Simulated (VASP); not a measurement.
# ZnS in VASP: settings compared

The runs below take ZnS through single point, with PBEsol+D3(BJ), PBEsol.

All numbers are computed with VASP 6.6.1; they aren't measurements. Logs are shortened: lines on timing, memory, paths and dates and some standing lists are left out, and cuts for length are marked.

## 1. The cell of the first run

Symmetry: F-43m, No. 216, cubic system. Conventional cell: a = 5.404 Å, b = 5.404 Å, c = 5.404 Å, α = 90.00°, β = 90.00°, γ = 90.00°. Zn (site symmetry -43m) has 4 S at 2.34 Å within 3.1 Å. S (site symmetry -43m) has 4 Zn at 2.34 Å within 3.1 Å.

## 2. Single point, PBEsol+D3(BJ)

File INCAR:

```
SYSTEM = ZnS
PREC = Accurate
ENCUT = 520
EDIFF = 1E-7
ISMEAR = -1
SIGMA = 0.05
LREAL = .FALSE.
LASPH = .TRUE.
NELM = 60
ALGO = Normal
ISIF = 2
LWAVE = .FALSE.
LCHARG = .FALSE.
GGA = PS
IVDW = 12
NBANDS = 16
```

File KPOINTS:

```
regular mesh
0
G
  9 9 9
  0 0 0
```

File POSCAR:

```
ZnS
1.0
    0.0000000000      2.7020000000      2.7020000000
    2.7020000000      0.0000000000      2.7020000000
    2.7020000000      2.7020000000      0.0000000000
Zn S
1 1
Direct
    0.7500000000      0.7500000000      0.7500000000
    0.0000000000      0.0000000000      0.0000000000
```

Potentials or basis: VASP PAW PBE potentials, release 64 (Zn, S).

Launch:

```console
cat potpaw_PBE.64/Zn/POTCAR potpaw_PBE.64/S/POTCAR > POTCAR
mpirun -np 1 vasp_std > vasp.out
```

OUTCAR:

```text
SYSTEM = ZnS
   PREC = Accurate
   ENCUT = 520
   EDIFF = 1E-7
   ISMEAR = -1
   LREAL = .FALSE.
   LASPH = .TRUE.
   NELM = 60
   ISIF = 2
   GGA = PS
   IVDW = 12
 IVDW          = 12

 ion  position               nearest neighbor table
   1  0.750  0.750  0.750-   2 2.34   2 2.34   2 2.34   2 2.34
   2  0.000  0.000  0.000-   1 2.34   1 2.34   1 2.34   1 2.34

  LATTYP: Found a face centered cubic cell.
 ALAT       =     5.4040000000

  Lattice vectors:

 A1 = (   0.0000000000,   2.7020000000,   2.7020000000)
 A2 = (   2.7020000000,   0.0000000000,   2.7020000000)
 A3 = (   2.7020000000,   2.7020000000,   0.0000000000)

Analysis of symmetry for initial positions (statically):
=====================================================================
 Subroutine PRICEL returns:
 Original cell was already a primitive cell.

 Routine SETGRP: Setting up the symmetry group for a
 face centered cubic supercell.

 Subroutine GETGRP returns: Found 24 space group operations
 (whereof 24 operations were pure point group operations)
 out of a pool of 48 trial point group operations.

The static configuration has the point symmetry T_d .

Analysis of symmetry for dynamics (positions and initial velocities):
=====================================================================
 Subroutine PRICEL returns:
 Original cell was already a primitive cell.

 Routine SETGRP: Setting up the symmetry group for a
 face centered cubic supercell.

 Subroutine GETGRP returns: Found 24 space group operations
 (whereof 24 operations were pure point group operations)
 out of a pool of 48 trial point group operations.

The dynamic configuration has the point symmetry T_d .

 Subroutine INISYM returns: Found 24 space group operations
 (whereof 24 operations are pure point group operations),
 and found     1 'primitive' translations

----------------------------------------------------------------------------------------

                                     Primitive cell

  volume of cell :      39.4535

  direct lattice vectors                    reciprocal lattice vectors
     0.000000000  2.702000000  2.702000000    -0.185048113  0.185048113  0.185048113
     2.702000000  0.000000000  2.702000000     0.185048113 -0.185048113  0.185048113
     2.702000000  2.702000000  0.000000000     0.185048113  0.185048113 -0.185048113

  length of vectors
     3.821205046  3.821205046  3.821205046     0.320512733  0.320512733  0.320512733

  position of ions in fractional coordinates (direct lattice)
     0.750000000  0.750000000  0.750000000
     0.000000000  0.000000000  0.000000000

  ion indices of the primitive-cell ions
   primitive index   ion index
                 1           1
                 2           2

----------------------------------------------------------------------------------------

 KPOINTS: regular mesh

Automatic generation of k-mesh.
 Grid dimensions read from file:
 generate k-points for:    9    9    9

 Generating k-lattice:

  Cartesian coordinates                     Fractional coordinates (reciprocal lattice)
    -0.020560901  0.020560901  0.020560901     0.111111111  0.000000000  0.000000000
     0.020560901 -0.020560901  0.020560901     0.000000000  0.111111111  0.000000000
     0.020560901  0.020560901 -0.020560901     0.000000000  0.000000000  0.111111111

  Length of vectors
     0.035612526  0.035612526  0.035612526

  Shift w.r.t. Gamma in fractional coordinates (k-lattice)
     0.000000000  0.000000000  0.000000000

 Subroutine IBZKPT returns following result:
 ===========================================

 Found     35 irreducible k-points:

 Following reciprocal coordinates:
            Coordinates               Weight
  0.000000  0.000000  0.000000      1.000000
  0.111111  0.000000  0.000000      8.000000
  0.222222  0.000000  0.000000      8.000000
  0.333333  0.000000  0.000000      8.000000
  0.444444  0.000000  0.000000      8.000000
  0.111111  0.111111  0.000000      6.000000
[... 16 lines left out ...]
 -0.333333  0.333333  0.000000     12.000000
  0.444444  0.444444  0.000000      6.000000
 [... further k-points ...]
   k-points           NKPTS =     35   k-points in BZ     NKDIM =     35   number of bands    NBANDS=     16
   number of dos      NEDOS =    301   number of ions     NIONS =      2
   total plane-waves  NPLWV =  21952
   dimension x,y,z NGX =    28 NGY =   28 NGZ =   28
   dimension x,y,z NGXF=    56 NGYF=   56 NGZF=   56
   ions per type =               1   1
   NGX,Y,Z   is equivalent  to a cutoff of  12.18, 12.18, 12.18 a.u.
   NGXF,Y,Z  is equivalent  to a cutoff of  24.36, 24.36, 24.36 a.u.
 SYSTEM =  ZnS
   PREC   = accura    normal or accurate (medium, high low for compatibility)
   ISTART =      0    job   : 0-new  1-cont  2-samecut
   ICHARG =      2    charge: 1-file 2-atom 10-const
   ISPIN  =      1    spin polarized calculation?
   LNONCOLLINEAR =      F non collinear calculations
   LSORBIT =      F    spin-orbit coupling
   LASPH  =      T    aspherical Exc in radial PAW
   ENCUT  =  520.0 eV  38.22 Ry    6.18 a.u.   7.10  7.10  7.10*2*pi/ulx,y,z
   NELM   =     60;   NELMIN=  2; NELMDL= -5     # of ELM steps
   EDIFF  = 0.1E-06   stopping-criterion for ELM
   LREAL  =      F    real-space projection
   EDIFFG = 0.1E-05   stopping-criterion for IOM
   NSW    =      0    number of steps for IOM
   IBRION =     -1    ionic relax: 0-MD 1-quasi-New 2-CG
   NFREE  =      0    steps in history (QN), initial steepest desc. (CG)
   ISIF   =      2    stress and relaxation
   ISYM   =      2    0-nonsym 1-usesym 2-fastsym
   POTIM  = 0.5000    time-step for ionic-motion
   TEBEG  =    0.0;   TEEND  =   0.0 temperature during run
   PSTRESS=    0.0 pullay stress
   NELECT =      18.0000    total number of electrons
   NUPDOWN=      -1.0000    fix difference up-down
   EMIN   =  10.00;   EMAX   =-10.00  energy-range for DOS
   EFERMI =   0.00;   METHOD = LEGACY
   ISMEAR =    -1;   SIGMA  =   0.05  broadening in eV -4-tet -1-fermi 0-gaus
   EFERMI_NEDOS =   21; number of points for ismear=-14 and -15
   IALGO  =     38    algorithm
   IMIX   =      4    mixing-type and parameters
     AMIX     =   0.40;   BMIX     =  1.00
     AMIX_MAG =   1.60;   BMIX_MAG =  1.00
  volume/ion in A,a.u.               =      19.73       133.12
  Fermi-wavevector in a.u.,A,eV,Ry     =   1.260290  2.381602 21.610537  1.588330
  Thomas-Fermi vector in A             =   2.393807
   LORBIT       =      0    0 simple, 1 ext, 2 COOP (PROOUT), +10 PAW based schemes
   GGA     = PS    functional components
   LHFCALC =     F    Hartree Fock is set to
   AEXX    =    0.0000 exact exchange contribution
   IVDW    =    12    specifies the selected vdW correction
   LEPSILON=     F    determine dielectric tensor
   LRPA    =     F    only Hartree local field effects (RPA)
 non-spin polarized calculation
  energy-cutoff  :      520.00
  volume of cell :       39.45
 maximum number of plane-waves:      1073
   NGX = 15   NGY = 15   NGZ = 15

 number of electron      18.0000000 magnetization

 Free energy of the ion-electron system (eV)
  ---------------------------------------------------
  ext. energy  EPLUGINS =         0.00000000
  ---------------------------------------------------
  free energy    TOTEN  =        -7.58376855 eV

  energy without entropy =       -7.58376855  energy(sigma->0) =       -7.58376855

 E-fermi :   3.0110     XC(G=0):  -9.8498

 val. band max:        2.0130255198   @ k =   0.0000   0.0000   0.0000
 cond. band min:       3.9909652788   @ k =   0.0000   0.0000   0.0000
 fundamental gap:      1.9779397590
 Fermi energy:         3.0110354635

 k-point     1 :       0.0000    0.0000    0.0000
  band No.  band energies     occupation
      1     -11.1418      2.00000
      2      -4.3580      2.00000
      3      -4.3580      2.00000
      4      -4.3580      2.00000
      5      -3.8587      2.00000
      6      -3.8587      2.00000
[... 8 lines left out ...]
     15      13.7482      0.00000
     16      13.7482      0.00000

 k-point     2 :       0.1111    0.0000    0.0000
  band No.  band energies     occupation
      1     -11.0475      2.00000
      2      -4.3590      2.00000
      3      -4.3411      2.00000
      4      -4.3411      2.00000
      5      -3.8603      2.00000
      6      -3.8603      2.00000
[... 8 lines left out ...]
     15      13.2056      0.00000
     16      14.3502      0.00000

 k-point     3 :       0.2222    0.0000    0.0000
  band No.  band energies     occupation
      1     -10.7926      2.00000
      2      -4.3344      2.00000
      3      -4.3013      2.00000
      4      -4.3013      2.00000
      5      -3.8593      2.00000
      6      -3.8593      2.00000
[... 8 lines left out ...]
     15      12.8428      0.00000
     16      14.1626      0.00000

 k-point     4 :       0.3333    0.0000    0.0000
  band No.  band energies     occupation
      1     -10.4682      2.00000
      2      -4.2639      2.00000
      3      -4.2639      2.00000
      4      -4.2035      2.00000
      5      -3.8471      2.00000
      6      -3.8471      2.00000
[... 8 lines left out ...]
     15      13.5310      0.00000
     16      13.6510      0.00000
[... 324 lines left out ...]
 k-point    22 :      -0.4444    0.3333    0.0000
  band No.  band energies     occupation
      1      -9.9263      2.00000
      2      -4.2958      2.00000
      3      -4.0765      2.00000
      4      -3.9937      2.00000
      5      -3.8145      2.00000
      6      -3.5720      2.00000
[... 8 lines left out ...]
     15      15.0050      0.00000
     16      17.1719      0.00000

 k-point    23 :      -0.3333    0.3333    0.0000
  band No.  band energies     occupation
      1      -9.9585      2.00000
      2      -4.2534      2.00000
      3      -4.1150      2.00000
      4      -3.9193      2.00000
      5      -3.8440      2.00000
      6      -3.5796      2.00000
[... 8 lines left out ...]
     15      13.6403      0.00000
     16      18.4077      0.00000

 k-point    24 :       0.4444    0.4444    0.0000
  band No.  band energies     occupation
      1      -9.9247      2.00000
      2      -4.4008      2.00000
      3      -4.0280      2.00000
      4      -4.0280      2.00000
      5      -3.7850      2.00000
      6      -3.7041      2.00000
[... 8 lines left out ...]
     15      15.6465      0.00000
     16      16.9992      0.00000

 [... further k-points ...]

------------------------ aborting loop because EDIFF is reached ----------------------------------------

 Edisp (eV)   -0.51835

 E8    (eV) :    -0.3176

  FORCE on cell =-STRESS in cart. coord.  units (eV):
  Direction    XX          YY          ZZ          XY          YZ          ZX
  --------------------------------------------------------------------------------------
  -------------------------------------------------------------------------------------
  Total      -0.94819    -0.94819    -0.94819    -0.00000     0.00000    -0.00000
  in kB     -38.50511   -38.50511   -38.50511    -0.00000     0.00000    -0.00000
  external pressure =      -38.51 kB  Pullay stress =        0.00 kB

 VOLUME and BASIS-vectors are now :
 -----------------------------------------------------------------------------
  energy-cutoff  :      520.00
  volume of cell :       39.45
      direct lattice vectors                 reciprocal lattice vectors
     0.000000000  2.702000000  2.702000000    -0.185048113  0.185048113  0.185048113
     2.702000000  0.000000000  2.702000000     0.185048113 -0.185048113  0.185048113
     2.702000000  2.702000000  0.000000000     0.185048113  0.185048113 -0.185048113

 POSITION                                       TOTAL-FORCE (eV/Angst)
 -----------------------------------------------------------------------------------
      4.05300      4.05300      4.05300        -0.000000     -0.000000     -0.000000
      0.00000      0.00000      0.00000         0.000000      0.000000      0.000000
 -----------------------------------------------------------------------------------
    total drift:                                0.000001      0.000001      0.000001

  FREE ENERGIE OF THE ION-ELECTRON SYSTEM (eV)
  ---------------------------------------------------
  free  energy   TOTEN  =        -8.1021168614 eV

  energy  without entropy=       -8.1021168614  energy(sigma->0) =       -8.10211686
```

It used 31 s of CPU time on 1 thread of AMD EPYC 7R13 Processor (Zen 3), with other jobs on the host.

Results:

- Free energy: -8.1021 eV
- Pressure: -3.9 GPa
- Band gap on the k mesh: 1.98 eV
- Dispersion energy per atom: -0.259 eV

Levels at points of the mesh, in eV from the valence-band top:
| k point | band 7 | band 8 | band 9 | band 10 | band 11 | band 12 |
| --- | --- | --- | --- | --- | --- | --- |
| (0.00, 0.00, 0.00) | 0.00 | 0.00 | 0.00 | 1.98 | 6.31 | 6.31 |

Caveat: three body term missing; the cell stands under tension; the PAW data sets were made with another functional, which shifts forces and pressure a little.

(Continued in part 2 of 2.)
